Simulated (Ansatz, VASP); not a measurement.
# One calculation of BaTe, two programs

```xyz
2
Lattice="0.0000 3.4100 3.4100 3.4100 0.0000 3.4100 3.4100 3.4100 0.0000" Properties=species:S:1:pos:R:3 pbc="T T T"
Ba    0.0000    0.0000    0.0000
Te    3.4100    3.4100    3.4100
```

Alike in both runs: task electric field gradients; functional r2SCAN; k mesh 10 × 10 × 10; occupations fermi-dirac, width 0.05 eV; no spin polarisation.

```csv
,VASP,Ansatz
version,VASP 6.6.1,Ansatz 0.2.0
potentials or method,"VASP PAW PBE potentials, release 64 (Ba_sv, Te)","PAW with Ansatz's default frozen-core files, scalar-relativistic"
plane-wave cutoff (eV),520,500
valence electrons in the cell,16,26
```

Ansatz gave:

| Property | Result |
| --- | --- |
| pressure (GPa) | 4.0 |

Question: Which values does VASP return?

Answer: Pressure (GPa): 4.5.

VASP's potentials were made for PBE, not for r2SCAN. VASP's potentials hold 16 valence electrons a cell and Ansatz's 26, so a difference there can come from the potentials and not from the codes.

Spin-orbit coupling is off throughout.
